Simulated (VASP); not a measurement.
A run of VASP 6.6.1 is set up as follows.

File POSCAR:

```
CaO
1.0
    0.0000000000      2.4194737473      2.4194737473
    2.4194737473      0.0000000000      2.4194737473
    2.4194737473      2.4194737473      0.0000000000
Ca O
1 1
Direct
    0.0000000000      0.0000000000      0.0000000000
    0.5000000000      0.5000000000      0.5000000000
```

Contents of INCAR.step1:

```
SYSTEM = CaO
PREC = Accurate ; ENCUT = 520
ISMEAR = -1 ; SIGMA = 0.05
LREAL = .FALSE. ; LASPH = .TRUE.
NELM = 100 ; NBANDS = 15
GGA = PE ; ALGO = Normal
EDIFF = 1E-4 ; LWAVE = .TRUE.
LCHARG = .FALSE.
```

The input INCAR.step2:

```
SYSTEM = CaO
PREC = Accurate ; ENCUT = 520
EDIFF = 1E-6 ; ISMEAR = -1
SIGMA = 0.05 ; LREAL = .FALSE.
LASPH = .TRUE. ; NELM = 100
ALGO = Normal ; ISIF = 2
LWAVE = .FALSE. ; LCHARG = .FALSE.
METAGGA = R2SCAN ; LMIXTAU = .TRUE.
NBANDS = 15 ; ISTART = 1
```

Contents of KPOINTS:

```
regular mesh
0
G
  10 10 10
  0 0 0
```

Potentials or basis: VASP PAW PBE potentials, release 64 (Ca_sv, O).

The run is started by

```bash
$ cat potpaw_PBE.64/Ca_sv/POTCAR potpaw_PBE.64/O/POTCAR > POTCAR
$ cp INCAR.step1 INCAR
$ mpirun -np 1 vasp_std > vasp.out
$ cp INCAR.step2 INCAR
$ mpirun -np 1 vasp_std > vasp.out
```

(1) What does it give for the pressure?

(2) What does it give for the band gap on the k mesh?

Answers

(1) -2.1 GPa.

(2) 4.19 eV (least direct gap 4.57 eV).

Caveat: the PAW data sets were made with another functional, which shifts forces and pressure a little.
